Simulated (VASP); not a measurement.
Write the native input for VASP 6.6.1 that does the following.

| Property | Result |
| --- | --- |
| Task | single point |
| Functional | LDA |
| Potentials or basis | VASP PAW LDA potentials, release 64 (Ca_sv, Se) |
| Cutoff | 520 eV |
| k mesh | 8 × 8 × 8 |
| Occupations | gaussian, width 0.05 eV |
| Spin | no spin polarisation |
| Dipole correction | no |
| Further INCAR settings | ALGO = Normal; EDIFF = 1e-06; NBANDS = 15 |

The structure of CaSe lies in POSCAR:

```
CaSe
1.0
    0.0000000000      2.9401137742      4.1573208767
    2.9401137742      0.0000000000      4.1573208767
    2.9401137742      2.9401137742      0.0000000000
Ca Se
1 1
Direct
    0.0000000000      0.0000000000      0.0000000000
    0.7500000000      0.7500000000      0.7500000000
```

This cell differs from its parent crystal: ratio of the length along z to the lengths across it x 1.414, volume and fractional coordinates fixed.

The input as run:

INCAR

```
SYSTEM = CaSe
ALGO     = Normal         ! electronic algorithm
EDIFF    = 1E-6           ! SCF threshold, eV
ENCUT    = 520            ! plane-wave cutoff, eV
ISIF     = 2              ! what is computed and relaxed
ISMEAR   = 0              ! smearing method
LASPH    = .TRUE.         ! aspherical terms in the spheres
LCHARG   = .TRUE.         ! write CHGCAR
LELF     = .TRUE.         ! ELF
LREAL    = .FALSE.        ! projectors in reciprocal space
LVHAR    = .TRUE.       
LWAVE    = .FALSE.        ! write WAVECAR
NBANDS   = 15             ! bands
NELM     = 100            ! most SCF steps
PREC     = Accurate       ! precision mode
SIGMA    = 0.05           ! smearing width, eV
```

KPOINTS

```
k-points
0
G
  8 8 8
  0 0 0
```

Potentials or basis: VASP PAW LDA potentials, release 64 (Ca_sv, Se).

Command:

```console
$ cat potpaw_LDA.64/Ca_sv/POTCAR potpaw_LDA.64/Se/POTCAR > POTCAR
$ mpirun -np 1 vasp_std > vasp.out
```

Results of the run:

```yaml
Pressure: -4.5 GPa
Band_gap_on_the_k_mesh: 1.41 eV (least direct gap 1.77 eV)
```

Caveat: the cell stands under tension.

Wall time 23 s on 1 thread of Intel(R) Xeon(R) 6975P-C (Granite Rapids), on a shared host, peak memory 0.22 GiB.
